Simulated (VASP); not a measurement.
# MoS2 (sol) (P6_3/mmc) in VASP: notebook

MoS2 (sol) is run at these levels: PBEsol; tasks: single point, relaxation of cell and atoms.

Program: VASP 6.6.1. These are calculated values, not measurements. Logs are shortened: lines on timing, memory, paths and dates and some standing lists are left out, and cuts for length are marked.

**1. The cell of the first run**

It takes space group P6_3/mmc (No. 194, hexagonal). The conventional cell has a = 3.192 Å, b = 3.192 Å, c = 13.378 Å, α = 90.00°, β = 90.00°, γ = 120.00°. Within 3.2 Å of Mo (site symmetry -6m2) lie 6 S at 2.42 Å and 6 Mo at 3.19 Å. S (site symmetry 3m) has 3 Mo at 2.42 Å and 7 S at 3.13 to 3.19 Å within 3.2 Å.

**2. Single point, PBEsol**

Input file INCAR:

```
SYSTEM = MoS2
  PREC = Accurate
  ENCUT = 520
  EDIFF = 1E-7
  ISMEAR = 0
  SIGMA = 0.1
  LREAL = .False.
  LASPH = .True.
  NELM = 100
  ALGO = Normal
  ISIF = 2
  LWAVE = .False.
  LCHARG = .False.
  GGA = PS
  NBANDS = 35
```

Input file KPOINTS:

```
Automatic mesh
0
Gamma
  6 6 2
  0 0 0
```

Input file POSCAR:

```
MoS2
1.0
    3.1922379100      0.0000000000      0.0000000000
   -1.5961189600      2.7645591300      0.0000000000
    0.0000000000      0.0000000000     13.3782940000
Mo S
2 4
Direct
    0.6666666700      0.3333333300      0.2500000000
    0.3333333300      0.6666666700      0.7500000000
    0.6666666700      0.3333333300      0.6330820000
    0.3333333300      0.6666666700      0.3669180000
    0.6666666700      0.3333333300      0.8669180000
    0.3333333300      0.6666666700      0.1330820000
```

Potentials or basis: VASP PAW PBE potentials, release 64 (Mo_sv, S).

The run is started by

```bash
$ cat potpaw_PBE.64/Mo_sv/POTCAR potpaw_PBE.64/S/POTCAR > POTCAR
$ mpirun -np 1 vasp_std > vasp.out
```

OUTCAR:

```text
SYSTEM = MoS2
   PREC = Accurate
   ENCUT = 520
   EDIFF = 1E-7
   ISMEAR = 0
   LREAL = .False.
   LASPH = .True.
   NELM = 100
   ISIF = 2
   GGA = PS

 ion  position               nearest neighbor table
   1  0.667  0.333  0.250-   4 2.42   6 2.42   4 2.42   6 2.42   4 2.42   6 2.42
   2  0.333  0.667  0.750-   3 2.42   5 2.42   3 2.42   5 2.42   3 2.42   5 2.42
   3  0.667  0.333  0.633-   2 2.42   2 2.42   2 2.42
   4  0.333  0.667  0.367-   1 2.42   1 2.42   1 2.42
   5  0.667  0.333  0.867-   2 2.42   2 2.42   2 2.42
   6  0.333  0.667  0.133-   1 2.42   1 2.42   1 2.42

  LATTYP: Found a hexagonal cell.
 ALAT       =     3.1922379100
 C/A-ratio  =     4.1908825022

  Lattice vectors:

 A1 = (   3.1922379100,   0.0000000000,   0.0000000000)
 A2 = (  -1.5961189600,   2.7645591300,   0.0000000000)
 A3 = (   0.0000000000,   0.0000000000,  13.3782940000)

Analysis of symmetry for initial positions (statically):
=====================================================================
 Subroutine PRICEL returns:
 Original cell was already a primitive cell.

 Routine SETGRP: Setting up the symmetry group for a
 hexagonal supercell.

 Subroutine GETGRP returns: Found 24 space group operations
 (whereof 12 operations were pure point group operations)
 out of a pool of 24 trial point group operations.

The static configuration has the point symmetry D_3d.
 The point group associated with its full space group is D_6h.

Analysis of symmetry for dynamics (positions and initial velocities):
=====================================================================
 Subroutine PRICEL returns:
 Original cell was already a primitive cell.

 Routine SETGRP: Setting up the symmetry group for a
 hexagonal supercell.

 Subroutine GETGRP returns: Found 24 space group operations
 (whereof 12 operations were pure point group operations)
 out of a pool of 24 trial point group operations.

The dynamic configuration has the point symmetry D_3d.
 The point group associated with its full space group is D_6h.

 Subroutine INISYM returns: Found 24 space group operations
 (whereof 12 operations are pure point group operations),
 and found     1 'primitive' translations

----------------------------------------------------------------------------------------

                                     Primitive cell

  volume of cell :     118.0652

  direct lattice vectors                    reciprocal lattice vectors
     3.192237910  0.000000000  0.000000000     0.313259860  0.180860665  0.000000000
    -1.596118960  2.764559130  0.000000000     0.000000000  0.361721328  0.000000000
     0.000000000  0.000000000 13.378294000     0.000000000  0.000000000  0.074747946

  length of vectors
     3.192237910  3.192237917 13.378294000     0.361721329  0.361721328  0.074747946

  position of ions in fractional coordinates (direct lattice)
     0.666666670  0.333333330  0.250000000
     0.333333330  0.666666670  0.750000000
     0.666666670  0.333333330  0.633082000
     0.333333330  0.666666670  0.366918000
     0.666666670  0.333333330  0.866918000
     0.333333330  0.666666670  0.133082000

  ion indices of the primitive-cell ions
   primitive index   ion index
                 1           1
                 2           2
                 3           3
                 4           4
                 5           5
                 6           6

----------------------------------------------------------------------------------------

 KPOINTS: Automatic mesh

Automatic generation of k-mesh.
 Grid dimensions read from file:
 generate k-points for:    6    6    2

 Generating k-lattice:

  Cartesian coordinates                     Fractional coordinates (reciprocal lattice)
     0.052209977  0.030143444  0.000000000     0.166666667  0.000000000  0.000000000
     0.000000000  0.060286888  0.000000000     0.000000000  0.166666667  0.000000000
     0.000000000  0.000000000  0.037373973     0.000000000  0.000000000  0.500000000

  Length of vectors
     0.060286888  0.060286888  0.037373973

  Shift w.r.t. Gamma in fractional coordinates (k-lattice)
     0.000000000  0.000000000  0.000000000

 Subroutine IBZKPT returns following result:
 ===========================================

 Found     14 irreducible k-points:

 Following reciprocal coordinates:
            Coordinates               Weight
  0.000000  0.000000  0.000000      1.000000
  0.166667  0.000000  0.000000      6.000000
  0.333333  0.000000  0.000000      6.000000
  0.500000  0.000000  0.000000      3.000000
  0.166667  0.166667  0.000000      6.000000
  0.333333  0.166667  0.000000     12.000000
  0.333333  0.333333  0.000000      2.000000
  0.000000  0.000000  0.500000      1.000000
  0.166667  0.000000  0.500000      6.000000
  0.333333  0.000000  0.500000      6.000000
  0.500000  0.000000  0.500000      3.000000
  0.166667  0.166667  0.500000      6.000000
  0.333333  0.166667  0.500000     12.000000
  0.333333  0.333333  0.500000      2.000000
   k-points           NKPTS =     14   k-points in BZ     NKDIM =     14   number of bands    NBANDS=     35
   number of dos      NEDOS =    301   number of ions     NIONS =      6
   total plane-waves  NPLWV =  57600
   dimension x,y,z NGX =    24 NGY =   24 NGZ =  100
   dimension x,y,z NGXF=    48 NGYF=   48 NGZF=  200
   ions per type =               2   4
   NGX,Y,Z   is equivalent  to a cutoff of  12.50, 12.50, 12.43 a.u.
   NGXF,Y,Z  is equivalent  to a cutoff of  25.00, 25.00, 24.85 a.u.
 SYSTEM =  MoS2
   PREC   = accura    normal or accurate (medium, high low for compatibility)
   ISTART =      0    job   : 0-new  1-cont  2-samecut
   ICHARG =      2    charge: 1-file 2-atom 10-const
   ISPIN  =      1    spin polarized calculation?
   LNONCOLLINEAR =      F non collinear calculations
   LSORBIT =      F    spin-orbit coupling
   LASPH  =      T    aspherical Exc in radial PAW
   ENCUT  =  520.0 eV  38.22 Ry    6.18 a.u.   5.94  5.94 24.87*2*pi/ulx,y,z
   NELM   =    100;   NELMIN=  2; NELMDL= -5     # of ELM steps
   EDIFF  = 0.1E-06   stopping-criterion for ELM
   LREAL  =      F    real-space projection
   EDIFFG = 0.1E-05   stopping-criterion for IOM
   NSW    =      0    number of steps for IOM
   IBRION =     -1    ionic relax: 0-MD 1-quasi-New 2-CG
   NFREE  =      0    steps in history (QN), initial steepest desc. (CG)
   ISIF   =      2    stress and relaxation
   ISYM   =      2    0-nonsym 1-usesym 2-fastsym
   POTIM  = 0.5000    time-step for ionic-motion
   TEBEG  =    0.0;   TEEND  =   0.0 temperature during run
   PSTRESS=    0.0 pullay stress
   NELECT =      52.0000    total number of electrons
   NUPDOWN=      -1.0000    fix difference up-down
   EMIN   =  10.00;   EMAX   =-10.00  energy-range for DOS
   EFERMI =   0.00;   METHOD = LEGACY
   ISMEAR =     0;   SIGMA  =   0.10  broadening in eV -4-tet -1-fermi 0-gaus
   EFERMI_NEDOS =   21; number of points for ismear=-14 and -15
   IALGO  =     38    algorithm
   IMIX   =      4    mixing-type and parameters
     AMIX     =   0.40;   BMIX     =  1.00
     AMIX_MAG =   1.60;   BMIX_MAG =  1.00
  volume/ion in A,a.u.               =      19.68       132.79
  Fermi-wavevector in a.u.,A,eV,Ry     =   1.245571  2.353789 21.108736  1.551448
  Thomas-Fermi vector in A             =   2.379788
   LORBIT       =      0    0 simple, 1 ext, 2 COOP (PROOUT), +10 PAW based schemes
   GGA     = PS    functional components
   LHFCALC =     F    Hartree Fock is set to
   AEXX    =    0.0000 exact exchange contribution
   IVDW    =     0    specifies the selected vdW correction
   LEPSILON=     F    determine dielectric tensor
   LRPA    =     F    only Hartree local field effects (RPA)
 non-spin polarized calculation
 Gauss-broadening in eV      SIGMA  =   0.10
  energy-cutoff  :      520.00
  volume of cell :      118.07
 maximum number of plane-waves:      3204
 NGX is ok and might be reduce to    24
   NGX = 11   NGY = 11   NGZ = 49

 number of electron      52.0000003 magnetization

 Free energy of the ion-electron system (eV)
  ---------------------------------------------------
  ext. energy  EPLUGINS =         0.00000000
  ---------------------------------------------------
  free energy    TOTEN  =       -46.82356153 eV

  energy without entropy =      -46.82356153  energy(sigma->0) =      -46.82356153

 E-fermi :   6.5059     XC(G=0): -10.3261

 val. band max:        6.0004620627   @ k =   0.0000   0.0000   0.0000
 cond. band min:       7.2138581582   @ k =   0.3333   0.3333   0.0000
 fundamental gap:      1.2133960955
 Fermi energy:         6.5058632415

 k-point     1 :       0.0000    0.0000    0.0000
  band No.  band energies     occupation
      1     -55.1997      2.00000
      2     -55.1997      2.00000
      3     -29.3715      2.00000
      4     -29.3715      2.00000
      5     -29.1635      2.00000
      6     -29.1635      2.00000
[... 27 lines left out ...]
     34       8.6013      0.00000
     35      11.4853      0.00000

 k-point     2 :       0.1667    0.0000    0.0000
  band No.  band energies     occupation
      1     -55.1906      2.00000
      2     -55.1906      2.00000
      3     -29.3534      2.00000
      4     -29.3534      2.00000
      5     -29.2562      2.00000
      6     -29.2562      2.00000
[... 27 lines left out ...]
     34       8.9295      0.00000
     35      12.8211      0.00000

 k-point     3 :       0.3333    0.0000    0.0000
  band No.  band energies     occupation
      1     -55.1725      2.00000
      2     -55.1724      2.00000
      3     -29.4375      2.00000
      4     -29.4375      2.00000
      5     -29.3170      2.00000
      6     -29.3170      2.00000
[... 27 lines left out ...]
     34       9.7024      0.00000
     35      12.8828      0.00000
[... 343 lines left out ...]
 k-point    13 :       0.3333    0.1667    0.5000
  band No.  band energies     occupation
      1     -55.1633      2.00000
      2     -55.1633      2.00000
      3     -29.4811      2.00000
      4     -29.4811      2.00000
      5     -29.2987      2.00000
      6     -29.2987      2.00000
[... 27 lines left out ...]
     34       9.9626      0.00000
     35      12.5880      0.00000

 k-point    14 :       0.3333    0.3333    0.5000
  band No.  band energies     occupation
      1     -55.1588      2.00000
      2     -55.1588      2.00000
      3     -29.4371      2.00000
      4     -29.4371      2.00000
      5     -29.3953      2.00000
      6     -29.3953      2.00000
[... 27 lines left out ...]
     34      10.3543      0.00000
     35      12.7363      0.00000

------------------------ aborting loop because EDIFF is reached ----------------------------------------

  FORCE on cell =-STRESS in cart. coord.  units (eV):
  Direction    XX          YY          ZZ          XY          YZ          ZX
  --------------------------------------------------------------------------------------
  -------------------------------------------------------------------------------------
  Total       -3.8447838     -3.8447838     -2.9013417      0.0000000      0.0000000      0.0000000
  in kB      -52.1747814    -52.1747816    -39.3720101      0.0000001      0.0000000      0.0000000
  external PRESSURE =     -47.9071910 kB  Pullay stress =       0.0000000 kB

 VOLUME and BASIS-vectors are now :
 -----------------------------------------------------------------------------
  energy-cutoff  :      520.00
  volume of cell :      118.07
      direct lattice vectors                 reciprocal lattice vectors
     3.192237910  0.000000000  0.000000000     0.313259860  0.180860665  0.000000000
    -1.596118960  2.764559130  0.000000000     0.000000000  0.361721328  0.000000000
     0.000000000  0.000000000 13.378294000     0.000000000  0.000000000  0.074747946

 POSITION                                       TOTAL-FORCE (eV/Angst)
 -----------------------------------------------------------------------------------
      1.59612      0.92152      3.34457         0.000000     -0.000000      0.000000
     -0.00000      1.84304     10.03372        -0.000000     -0.000000      0.000000
      1.59612      0.92152      8.46956         0.000000     -0.000000      0.396201
     -0.00000      1.84304      4.90874         0.000000      0.000000     -0.396201
      1.59612      0.92152     11.59788        -0.000000      0.000000     -0.396201
     -0.00000      1.84304      1.78041         0.000000      0.000000      0.396201
 -----------------------------------------------------------------------------------
    total drift:                               -0.000014      0.000008     -0.000000

  FREE ENERGIE OF THE ION-ELECTRON SYSTEM (eV)
  ---------------------------------------------------
  free  energy   TOTEN  =       -46.8235615322 eV

  energy  without entropy=      -46.8235615322  energy(sigma->0) =      -46.82356153
```

Wall time 34 s (1 thread of Intel Xeon 6975P-C (Granite Rapids), shared host); peak memory 0.24 GiB.

What came out:

```yaml
Free_energy: -46.8236 eV
Pressure: -4.8 GPa
Largest_force: 0.396 eV/Å
Band_gap_on_the_k_mesh: 1.21 eV, indirect (least direct gap 1.63 eV)
```

Forces in eV/Å, atoms in the order of the input:
```
Mo   0.000  0.000  0.000
Mo   0.000  0.000  0.000
S    0.000  0.000  0.396
S    0.000  0.000 -0.396
S    0.000  0.000 -0.396
S    0.000  0.000  0.396
```

Caveat: the PAW data sets were made with another functional, which shifts forces and pressure a little; this functional lacks dispersion, which binds the layers, so the pressure and a relaxed spacing across them are unreliable.

**3. Single point, PBEsol**

This run uses another cell than the first one, of 17.94 Å³/atom, 0.911 times its volume.

Input file INCAR:

```
SYSTEM = MoS2
  PREC = Accurate
  ENCUT = 520
  EDIFF = 1E-6
  ISMEAR = 0
  SIGMA = 0.02
  LREAL = .False.
  LASPH = .True.
  NELM = 80
  ALGO = Normal
  ISIF = 2
  LWAVE = .False.
  LCHARG = .False.
  GGA = PS
  NBANDS = 35
```

Input file KPOINTS:

```
Automatic mesh
0
Gamma
  12 12 2
  0 0 0
```

Input file POSCAR:

```
MoS2
1.0
    3.1414773708      0.0000000028      0.0000000000
   -1.5707386878      2.7205992071      0.0000000000
    0.0000000000      0.0000000000     12.5914589153
Mo S
2 4
Direct
    0.6666666667      0.3333333333      0.2500000000
    0.3333333333      0.6666666667      0.7500000000
    0.6666666667      0.3333333333      0.6261794789
    0.3333333333      0.6666666667      0.3738205211
    0.6666666667      0.3333333333      0.8738205211
    0.3333333333      0.6666666667      0.1261794789
```

Potentials or basis: VASP PAW PBE potentials, release 64 (Mo_sv, S).

The run is started by

```bash
$ cat potpaw_PBE.64/Mo_sv/POTCAR potpaw_PBE.64/S/POTCAR > POTCAR
$ mpirun -np 1 vasp_std > vasp.out
```

OUTCAR:

```text
SYSTEM = MoS2
   PREC = Accurate
   ENCUT = 520
   EDIFF = 1E-6
   ISMEAR = 0
   LREAL = .False.
   LASPH = .True.
   NELM = 80
   ISIF = 2
   GGA = PS

 ion  position               nearest neighbor table
   1  0.667  0.333  0.250-   4 2.39   6 2.39   4 2.39   6 2.39   4 2.39   6 2.39
   2  0.333  0.667  0.750-   3 2.39   5 2.39   3 2.39   5 2.39   3 2.39   5 2.39
   3  0.667  0.333  0.626-   2 2.39   2 2.39   2 2.39
   4  0.333  0.667  0.374-   1 2.39   1 2.39   1 2.39
   5  0.667  0.333  0.874-   2 2.39   2 2.39   2 2.39
   6  0.333  0.667  0.126-   1 2.39   1 2.39   1 2.39

[... 1121 lines left out ...]
  -------------------------------------------------------------------------------------
  Total       -0.0153463     -0.0153463     -0.0447592     -0.0000000     -0.0000000     -0.0000000
  in kB       -0.2284757     -0.2284757     -0.6663744     -0.0000000     -0.0000000     -0.0000000
  external PRESSURE =      -0.3744419 kB  Pullay stress =       0.0000000 kB

 VOLUME and BASIS-vectors are now :
 -----------------------------------------------------------------------------
  energy-cutoff  :      520.00
  volume of cell :      107.62
      direct lattice vectors                 reciprocal lattice vectors
     3.141477371  0.000000003  0.000000000     0.318321567  0.183783043  0.000000000
    -1.570738688  2.720599207  0.000000000    -0.000000000  0.367566085  0.000000000
     0.000000000  0.000000000 12.591458915     0.000000000  0.000000000  0.079418915

 POSITION                                       TOTAL-FORCE (eV/Angst)
 -----------------------------------------------------------------------------------
      1.57074      0.90687      3.14786         0.000000     -0.000000     -0.000000
     -0.00000      1.81373      9.44359        -0.000000      0.000000     -0.000000
      1.57074      0.90687      7.88451        -0.000000     -0.000000     -0.000637
     -0.00000      1.81373      4.70695         0.000000      0.000000      0.000637
      1.57074      0.90687     11.00268         0.000000     -0.000000      0.000637
     -0.00000      1.81373      1.58878         0.000000     -0.000000     -0.000637
 -----------------------------------------------------------------------------------
    total drift:                               -0.000000      0.000000     -0.000000

  FREE ENERGIE OF THE ION-ELECTRON SYSTEM (eV)
  ---------------------------------------------------
  free  energy   TOTEN  =       -46.9056886955 eV

  energy  without entropy=      -46.9056886955  energy(sigma->0) =      -46.90568870
```

OSZICAR:

```text
N       E                     dE             d eps       ncg     rms          rms(c)
DAV:   1     0.440311492908E+03    0.44031E+03   -0.29412E+04  2948   0.141E+03
DAV:   2    -0.264673094510E+02   -0.46678E+03   -0.45144E+03  3171   0.366E+02
DAV:   3    -0.493399009112E+02   -0.22873E+02   -0.22452E+02  3290   0.740E+01
DAV:   4    -0.497880719523E+02   -0.44817E+00   -0.44682E+00  3188   0.105E+01
DAV:   5    -0.497965973035E+02   -0.85254E-02   -0.85238E-02  3123   0.145E+00    0.367E+01
DAV:   6    -0.476205809319E+02    0.21760E+01   -0.11420E+01  2897   0.217E+01    0.123E+01
DAV:   7    -0.472769698372E+02    0.34361E+00   -0.52176E+00  2867   0.138E+01    0.834E+00
DAV:   8    -0.469062336117E+02    0.37074E+00   -0.85211E-01  2886   0.619E+00    0.298E+00
DAV:   9    -0.469138492410E+02   -0.76156E-02   -0.10417E-01  3104   0.158E+00    0.134E+00
DAV:  10    -0.469058270880E+02    0.80222E-02   -0.33918E-02  2913   0.124E+00    0.387E-01
DAV:  11    -0.469058416741E+02   -0.14586E-04   -0.18030E-03  2975   0.235E-01    0.191E-01
DAV:  12    -0.469056915404E+02    0.15013E-03   -0.34394E-04  2947   0.105E-01    0.106E-01
DAV:  13    -0.469056861559E+02    0.53845E-05   -0.14781E-04  3050   0.590E-02    0.757E-03
DAV:  14    -0.469056882837E+02   -0.21278E-05   -0.10170E-05  2567   0.167E-02    0.187E-02
DAV:  15    -0.469056886955E+02   -0.41181E-06   -0.23334E-06  2447   0.835E-03
   1 F= -.46905689E+02 E0= -.46905689E+02  d E =-.140149E-52
```

It took 70 s on 1 thread of Intel Xeon 6975P-C (Granite Rapids), shared host; peak memory 0.27 GiB.

Results:

- Free energy: -46.9057 eV
- Pressure: 0.0 GPa
- Band gap on the k mesh: 1.00 eV, indirect (least direct gap 1.75 eV)

Levels at points of the mesh, in eV from the valence-band top:
| k point | band 24 | band 25 | band 26 | band 27 | band 28 | band 29 |
| --- | --- | --- | --- | --- | --- | --- |
| (0.00, 0.00, 0.00) | -1.32 | -1.12 | 0.00 | 2.30 | 2.30 | 2.32 |
| (0.50, 0.00, 0.00) | -1.40 | -1.31 | -1.23 | 1.81 | 1.84 | 2.20 |
| (0.00, 0.00, 0.50) | -2.04 | -0.29 | -0.29 | 2.30 | 2.30 | 2.30 |
| (0.50, 0.00, 0.50) | -1.48 | -1.26 | -1.26 | 1.82 | 1.82 | 2.34 |

Caveat: the PAW data sets were made with another functional, which shifts forces and pressure a little; this functional lacks dispersion, which binds the layers, so the pressure and a relaxed spacing across them are unreliable. A k mesh can miss the band edges.

[end of part 1 of 2]
